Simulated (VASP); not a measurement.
InSb:

```
CELL_PARAMETERS angstrom
4.09226 0.00000 0.00000
0.00000 4.09226 0.00000
0.00000 0.00000 8.10989
ATOMIC_POSITIONS crystal
In 0.50000 0.00000 0.99400
In 0.00000 0.50000 0.00600
Sb 0.50000 0.50000 0.50000
Sb 0.00000 0.00000 0.50000
```

| Quantity | Value |
| --- | --- |
| Program | VASP 6.6.1 |
| Task | relaxation of cell and atoms |
| Functional | PBE |
| Potentials or basis | VASP PAW PBE potentials, release 64 (In_d, Sb) |
| Cutoff | 600 eV |
| k mesh | 4 × 4 × 2 |
| Occupations | gaussian, width 0.1 eV |
| Spin | no spin polarisation |

At the start: pressure 3.0 GPa; volume 33.95 Å³/atom.

Question: Where does the relaxation end?

Answer: Over 18 steps the energy falls by 388.9 meV/atom and the volume is 27.58 Å³/atom (-18.8 %); space group P4/nmm (No. 129, to 0.05 Å).

Step by step:
```
step  energy change (eV)  largest force (eV/Å)  pressure (GPa)  volume (Å³)
   1              0.0000                0.0920            3.00       135.81
   2             -0.3285                0.0675           -2.31       148.17
   3             -0.3283                0.0697           -2.24       147.74
   4             -0.5386                0.0770           -2.18       140.33
   5             -1.1206                0.1042           -0.22       117.44
   6              5.0265                0.4431           70.62        68.68
   7             -1.3123                0.0269            0.75       110.67
   8             -0.2370                0.1055           15.81        90.05
   9             -1.4409                0.0008            2.22       106.41
  10             -1.4118                0.0392            5.32       100.94
  11             -1.4671                0.0153            3.24       104.22
  12             -1.4441                0.0414            3.58       104.04
  13             -1.4979                0.0249            3.20       104.20
  14             -1.5488                0.0119            1.02       108.21
  15             -1.5543                0.0035           -0.33       111.21
  16             -1.5552                0.0067           -0.03       110.45
  17             -1.5552                0.0074            0.02       110.32
  18             -1.5556                0.0067            0.03       110.33
```

Final structure:
```
In Sb
1.0
     4.56138    0.00000    0.00000
     0.00000    4.56138    0.00000
     0.00000    0.00000    5.30267
In Sb
2 2
Direct
  0.50000 0.00000 0.99316
  0.00000 0.50000 0.00684
  0.50000 0.50000 0.50000
  0.00000 0.00000 0.50000
```

Caveat: the k points lie up to 0.59 Å⁻¹ apart in the final cell; the volume moved by over 15 % at a fixed basis, so the end points are rough.
